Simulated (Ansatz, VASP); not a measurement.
# Two plane-wave programs on La2O3

File INCAR:

```
PREC = Accurate
ENCUT = 600
EDIFF = 1E-6
ISMEAR = 0
SIGMA = 0.02
LREAL = F
LASPH = T
NELM = 80
ALGO = Normal
ISIF = 3
LWAVE = F
LCHARG = F
GGA = PE
IBRION = 2
NSW = 100
EDIFFG = -0.01
```

Contents of KPOINTS:

```
Automatic mesh
0
Gamma
  6 6 4
```

POSCAR

```
La2O3
1.0
    3.9307778600      0.0000000000      0.0000000000
   -1.9653889300      3.4041534800      0.0000000000
    0.0000000000      0.0000000000      6.1119537400
La O
2 3
Direct
    0.6666666700      0.3333333300      0.7537643300
    0.3333333300      0.6666666700      0.2462356700
    0.6666666700      0.3333333300      0.3541093500
    0.3333333300      0.6666666700      0.6458906500
    0.0000000000      0.0000000000      0.0000000000
```

Input for Ansatz:

```yaml
crystal:
  lattice:
    - [3.93077786, 0.0, 0.0]
    - [-1.96538893, 3.40415348, 0.0]
    - [0.0, 0.0, 6.11195374]
  atoms:
    - { symbol: La, position: [0.66666667, 0.33333333, 0.75376433] }
    - { symbol: La, position: [0.33333333, 0.66666667, 0.24623567] }
    - { symbol: O, position: [0.66666667, 0.33333333, 0.35410935] }
    - { symbol: O, position: [0.33333333, 0.66666667, 0.64589065] }
    - { symbol: O, position: [0.0, 0.0, 0.0] }
basis:
  ecutwfc: 420
kpoints:
  mp_grid: { grid: [6, 6, 4] }
hamiltonian:
  xc: pbe
scf:
  occupations: { method: gaussian, width: 0.02 }
output:
  forces: true
  stress: true
  eigenvalues: true
relax:
  adjacent_minimum: "off"
  f_tol: 0.01
  max_steps: 80
  cell: { stress_tol: 0.05 }
```

Alike in both runs: task relaxation of cell and atoms; functional PBE; k mesh 6 × 6 × 4; occupations gaussian, width 0.02 eV; no spin polarisation.

```csv
,VASP,Ansatz
version,VASP 6.6.1,Ansatz 0.2.0
potentials or method,"VASP PAW PBE potentials, release 64 (La, O), cutoff 600 eV","scalar-relativistic, plane waves, PAW"
valence electrons in the cell,40,40
```

|  | VASP | Ansatz | Ansatz less VASP |
| --- | --- | --- | --- |
| gap on the k mesh at the Fermi level, each at its own relaxed structure (eV) | 3.86 | 3.83 | -0.024 |
| relaxed volume (Å³/atom) | 16.59 | 16.64 | +0.055 |
| relaxed length of the cell vector where the two differ most in proportion (Å) | 6.179 | 6.188 | +0.0081 |

Spin-orbit coupling is off throughout.
